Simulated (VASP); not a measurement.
Wanted: the native input for a VASP 6.6.1 run.

* Task: relaxation of cell and atoms
* Functional: LDA
* Potentials or basis: VASP PAW LDA potentials, release 64 (Rb_sv)
* Cutoff: 600 eV
* k mesh: 11 × 11 × 6
* Occupations: fermi-dirac, width 0.08 eV
* Spin: no spin polarisation
* Target pressure: 4.2 GPa
* Dipole correction: no
* Further INCAR settings: ALGO = Normal; EDIFF = 1e-06; IBRION = 2; EDIFFG = -0.005; NSW = 32; ISIF = 3

The structure of Rb lies in POSCAR:

```
Rb
1.0
    4.0539526559      0.0000000000      0.0000000000
   -2.0269763280      3.5108259858      0.0000000000
    0.0000000000      0.0000000000      6.6314371362
Rb
2
Direct
    0.3333333333      0.6666666667      0.2500000000
    0.6666666667      0.3333333333      0.7500000000
```

One way to write it, as run:

INCAR

```
PREC = Accurate
ENCUT = 600
EDIFF = 1E-6
ISMEAR = -1
SIGMA = 0.08
LREAL = False
LASPH = True
NELM = 60
ALGO = Normal
ISIF = 3
LWAVE = False
LCHARG = False
GGA = CA
IBRION = 2
NSW = 32
EDIFFG = -0.005
PSTRESS = 42.0
```

KPOINTS

```
Automatic mesh
0
Gamma
  11 11 6
```

Potentials or basis: VASP PAW LDA potentials, release 64 (Rb_sv).

Launch:

```bash
$ cat potpaw_LDA.64/Rb_sv/POTCAR > POTCAR
$ mpirun -np 1 vasp_std > vasp.out
```

Results of the run:

* Pressure after relaxing: 4.2 GPa
* Band gap on the k mesh: zero (band 9 reaches 2.66 eV, above the bottom of band 10 at 0.14 eV)

Caveat: the relaxation stopped at its first step, so nothing moved; the cell is relaxed towards a set pressure, so the enthalpy falls and the energy may rise.

It took 19 s on 1 thread of Intel(R) Xeon(R) 6975P-C (Granite Rapids), on a shared host, peak memory 0.23 GiB.
